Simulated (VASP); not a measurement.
Write the native input for VASP 6.6.1 that does the following.

```
Task                   : single point
Functional             : PBEsol
Potentials or basis    : VASP PAW PBE potentials, release 64 (Nb_sv)
Cutoff                 : 520 eV
k mesh                 : 6 × 4 × 2
Occupations            : gaussian, width 0.1 eV
Spin                   : no spin polarisation
Dipole correction      : no
Further INCAR settings : ALGO = Normal; EDIFF = 1e-07; NBANDS = 54
```

The structure of Nb lies in POSCAR:

```
Nb
1.0
    2.7811420000      0.0000000000      0.0000000000
    0.1609350000      4.6692300000      0.0000000000
    0.7593710000      1.8977590000      9.7409520000
Nb
7
Direct
    0.6474970000      0.2177850000      0.5712490000
    0.3525030000      0.7822150000      0.4287510000
    0.9392370000      0.6504380000      0.7136010000
    0.0607630000      0.3495620000      0.2863990000
    0.2232090000      0.0776300000      0.8566690000
    0.7767910000      0.9223700000      0.1433310000
    0.5000000000      0.5000000000      0.0000000000
```

The input as run:

INCAR

```
SYSTEM = Nb
ALGO = Normal
EDIFF = 1E-7
ENCUT = 520
GGA = PS
ISIF = 2
ISMEAR = 0
LASPH = .True.
LCHARG = .False.
LREAL = .False.
LWAVE = .False.
NBANDS = 54
NELM = 100
PREC = Accurate
SIGMA = 0.1
```

KPOINTS

```
k-points
0
Gamma
  6 4 2
  0 0 0
```

Potentials or basis: VASP PAW PBE potentials, release 64 (Nb_sv).

Launch:

```sh
$ cat potpaw_PBE.64/Nb_sv/POTCAR > POTCAR
$ mpirun -np 1 vasp_std > vasp.out
```

It gave:

```
Pressure      : -5.7 GPa
Largest force : 0.076 eV/Å
```

Caveat: the k points lie up to 0.38 Å⁻¹ apart; the PAW data sets were made with another functional, which shifts forces and pressure a little.

Run time: 2.2 min on 1 thread of Intel(R) Xeon(R) 6975P-C (Granite Rapids), with other jobs on the host, peak memory 0.32 GiB.
